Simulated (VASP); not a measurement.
Crystal: PtC3.

```xyz
4
Lattice="3.3210 0.0000 0.0000 0.0000 3.3210 0.0000 0.0000 0.0000 3.2868" Properties=species:S:1:pos:R:3 pbc="T T T"
Pt    0.0000    0.0000    0.0000
C     0.0000    1.6605    1.6434
C     1.6605    0.0000    1.6434
C     1.6605    1.6605    0.0000
```

```yaml
Program: VASP 6.6.1
Task: relaxation of cell and atoms
Functional: PBE
Potentials_or_basis: VASP PAW PBE potentials, release 64 (Pt, C)
Cutoff: 600 eV
k_mesh: 6 × 6 × 6
Occupations: gaussian, width 0.1 eV
Spin: no spin polarisation
```

At the start: pressure 15.1 GPa; volume 9.06 Å³/atom.

**Question.** Where does the relaxation end?

**Answer.** Over 10 steps the energy falls by 74.6 meV/atom and the volume is 9.57 Å³/atom (+5.7 %); space group P4/mmm (No. 123, to 0.05 Å).

The path:
| step | energy change (eV) | largest force (eV/Å) | pressure (GPa) | volume (Å³) |
| --- | --- | --- | --- | --- |
| 1 | 0.0000 | 0.0000 | 15.12 | 36.25 |
| 2 | -0.0637 | 0.0000 | -8.53 | 40.93 |
| 3 | -0.1187 | 0.0000 | -0.04 | 38.93 |
| 4 | -0.1205 | 0.0000 | -0.09 | 38.93 |
| 5 | -0.1289 | 0.0000 | -0.38 | 38.93 |
| 6 | -0.1580 | 0.0000 | -0.92 | 38.91 |
| 7 | -0.2308 | 0.0000 | -0.99 | 38.79 |
| 8 | -0.2982 | 0.0000 | 0.50 | 38.27 |
| 9 | -0.2978 | 0.0000 | 0.28 | 38.34 |
| 10 | -0.2985 | 0.0000 | 0.41 | 38.30 |

Final structure:
```
Pt C
1.0
     3.65951    0.00000    0.00000
     0.00000    3.65951    0.00000
     0.00000    0.00000    2.85990
Pt C
1 3
Cartesian
  0.0000 0.0000 0.0000
  0.0000 1.8298 1.4299
  1.8298 0.0000 1.4299
  1.8298 1.8298 0.0000
```
